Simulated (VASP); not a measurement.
The system is Os.

```
Os
1.0
     0.00000    1.91706    1.91706
     1.91706    0.00000    1.91706
     1.91706    1.91706    0.00000
Os
1
Direct
  0.00000 0.00000 0.00000
```

Base run:

```yaml
Program: VASP 6.6.1
Functional: r2SCAN
Potentials_or_basis: VASP PAW PBE potentials, release 64 (Os)
Cutoff: 520 eV
k_mesh: 10 × 10 × 10
Occupations: fermi-dirac, width 0.05 eV
Spin: no spin polarisation
```

Its results: band gap on the k mesh zero (band 4 reaches 11.49 eV, above the bottom of band 5 at 7.45 eV); pressure 1.0 GPa.

Q: The run is repeated on the same cell with these changes: potentials or basis from VASP PAW PBE potentials, release 64 (Os) to VASP PAW PBE potentials, release 64 (Os_sv_GW); cutoff from 520 eV to 550 eV; further incar settings from ALGO = Normal; EDIFF = 1e-06; NBANDS = 10 to ALGO = Normal; EDIFF = 1e-06; NBANDS = 14; valence electrons from 8 to 16. What comes out?

A: Band gap on the k mesh zero (band 8 reaches 15.81 eV, above the bottom of band 9 at 11.76 eV); pressure -1.9 GPa.

Caveats: the PAW data sets were made with another functional, which shifts forces and pressure a little; spin-orbit coupling is left out, which moves the levels of the heavy elements.
